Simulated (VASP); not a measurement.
A run of VASP 6.6.1 is set up as follows.

Contents of INCAR:

```
ALGO = Normal
EDIFF = 1E-6
ENCUT = 500
GGA = PE
GGA_COMPAT = False
ISIF = 2
ISMEAR = 1
LASPH = True
LCHARG = False
LREAL = False
LWAVE = False
NBANDS = 17
NELM = 120
PREC = Accurate
SIGMA = 0.2
```

KPOINTS

```
k-points
0
Gamma
  4 4 4
```

File POSCAR:

```
TlCl
1.0
    3.7936346963      0.0000000000      0.0000000000
    0.0000000000      3.7936346963      0.0000000000
    0.0000000000      0.0000000000      3.7936346963
Tl Cl
1 1
Direct
    0.0000000000      0.0000000000      0.0000000000
    0.5000000000      0.5000000000      0.5000000000
```

Potentials or basis: VASP PAW PBE potentials, release 64 (Tl_d, Cl).

The run is started by

```console
$ cat potpaw_PBE.64/Tl_d/POTCAR potpaw_PBE.64/Cl/POTCAR > POTCAR
$ mpirun -np 1 vasp_std > vasp.out
```

Q: Predict the pressure.

A: 2.3 GPa.

Q: What does it give for the band gap on the k mesh?

A: 1.99 eV, direct.

Caveat: spin-orbit coupling is left out, which moves the levels of the heavy elements. A k mesh can miss the band edges.
